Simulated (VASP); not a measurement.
Wanted: the native input for a VASP 6.6.1 run.

- Task: single point
- Functional: PBEsol
- Potentials or basis: VASP PAW PBE potentials, release 64 (P, Al)
- Cutoff: 520 eV
- k mesh: 7 × 7 × 1
- Occupations: gaussian, width 0.05 eV
- Spin: no spin polarisation
- Dipole correction: yes
- Further INCAR settings: ALGO = Normal; EDIFF = 1e-06; NBANDS = 31

The structure of AlP lies in POSCAR:

```
AlP
1.0
    3.8681183919      0.0000000000      0.0000000000
    0.0000000000      3.8681183919      0.0000000000
    0.0000000000      0.0000000000     27.3082773539
P Al
5 5
Direct
    0.0000000000      0.5000000000      0.2759195925
    0.5000000000      0.0000000000      0.3752174810
    0.0000000000      0.5000000000      0.4750415443
    0.5000000000      0.0000000000      0.5752315902
    0.0000000000      0.5000000000      0.6754424895
    0.5000000000      0.5000000000      0.3239876004
    0.0000000000      0.0000000000      0.4240345905
    0.5000000000      0.5000000000      0.5243654501
    0.0000000000      0.0000000000      0.6245081617
    0.5000000000      0.5000000000      0.7262514997
```

These files were run (other wordings do the same):

INCAR

```
PREC = Accurate
ENCUT = 520
EDIFF = 1E-6
ISMEAR = 0
SIGMA = 0.05
LREAL = False
LASPH = True
NELM = 80
ALGO = Normal
ISIF = 2
LWAVE = False
LCHARG = True
LDIPOL = True
IDIPOL = 3
DIPOL = 0.5 0.5 0.500
GGA = PS
LELF = True
LVHAR = True
LVACPOTAV = True
NBANDS = 31
```

KPOINTS

```
regular mesh
0
Gamma
  7 7 1
```

Potentials or basis: VASP PAW PBE potentials, release 64 (P, Al).

Launch:

```console
$ cat potpaw_PBE.64/P/POTCAR potpaw_PBE.64/Al/POTCAR > POTCAR
$ mpirun -np 1 vasp_std > vasp.out
```

Results of the run:

```
Largest force          : 0.011 eV/Å
Band gap on the k mesh : zero (bands 20 and 21 overlap by 0.08 eV)
```

Caveat: the PAW data sets were made with another functional, which shifts forces and pressure a little.

It took 7.5 min on 1 thread of Intel(R) Xeon(R) Platinum 8259CL CPU @ 2.50GHz (Skylake/Cascade Lake), with other jobs on the host, peak memory 0.54 GiB.
